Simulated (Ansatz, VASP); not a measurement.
**Ru in VASP and in Ansatz**

```
Ru
1.0
     2.70138    0.00000    0.00043
    -1.35069    2.33946    0.00000
     1.35103    0.78002    2.16368
Ru
1
Direct
  0.00000 0.00000 0.00000
```

Change from the starting cell: band edges of the strained film's bulk.

Alike in both runs: task single point; functional PBEsol; k mesh 15 × 15 × 16; occupations gaussian, width 0.1 eV; no spin polarisation.

|  | VASP | Ansatz |
| --- | --- | --- |
| version | VASP 6.6.1 | Ansatz 0.2.0 |
| potentials or method | VASP PAW PBE potentials, release 64 (Ru_pv), cutoff 520 eV | scalar-relativistic, plane waves, PAW |
| valence electrons in the cell | 14 | 16 |

Ansatz gave:

* gap on the k mesh at the Fermi level (eV): none
* pressure (GPa): -6.9
* traceless stress, the component that is largest in VASP (GPa): 6.93

Question: Which values does VASP return?

Answer: gap on the k mesh at the Fermi level (eV): none; pressure (GPa): -7.0; traceless stress, the component that is largest in VASP (GPa): 6.93.

VASP's potentials were made for PBE, not for PBEsol. A gap of «none» marks a metal or a gap that the smearing closes. VASP's potentials hold 14 valence electrons a cell and Ansatz's 16, so a difference there can come from the potentials and not from the codes.
